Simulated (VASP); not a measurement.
Cs4Mg3P4O16 (a cell with a defect), 27 atoms in the cell. The cell holds a defect, 27 atoms: a = 8.933 Å, b = 5.528 Å, c = 9.649 Å, α = 90.00°, β = 90.00°, γ = 90.00°. 

| Property | Result |
| --- | --- |
| Program | VASP 6.6.1 |
| Task | single point |
| Functional | r2SCAN |
| Potentials or basis | VASP PAW PBE potentials, release 64 (Cs_sv, Mg, P, O) |
| Cutoff | 520 eV |
| k mesh | 1 × 2 × 1 |
| Occupations | fermi-dirac, width 0.05 eV |
| Spin | no spin polarisation |
| Dipole correction | no |
| Further INCAR settings | LREAL = Auto; ALGO = Normal; EDIFF = 1e-06; NBANDS = 98 |

Potentials or basis: VASP PAW PBE potentials, release 64 (Cs_sv, Mg, P, O).

Command:

```sh
$ cat potpaw_PBE.64/Cs_sv/POTCAR potpaw_PBE.64/Mg/POTCAR potpaw_PBE.64/P/POTCAR potpaw_PBE.64/O/POTCAR > POTCAR
$ cp INCAR.step1 INCAR
$ mpirun -np 1 vasp_std > vasp.out
$ cp INCAR.step2 INCAR
$ mpirun -np 1 vasp_std > vasp.out
```

Hardware: 1 thread of Intel(R) Xeon(R) 6975P-C (Granite Rapids), with other jobs on the host.

Problem. How long does it take, and how much memory?

Solution. Run time: 7.7 min on 1 thread of Intel(R) Xeon(R) 6975P-C (Granite Rapids), with other jobs on the host, peak memory 0.55 GiB. Counts: k points 2.
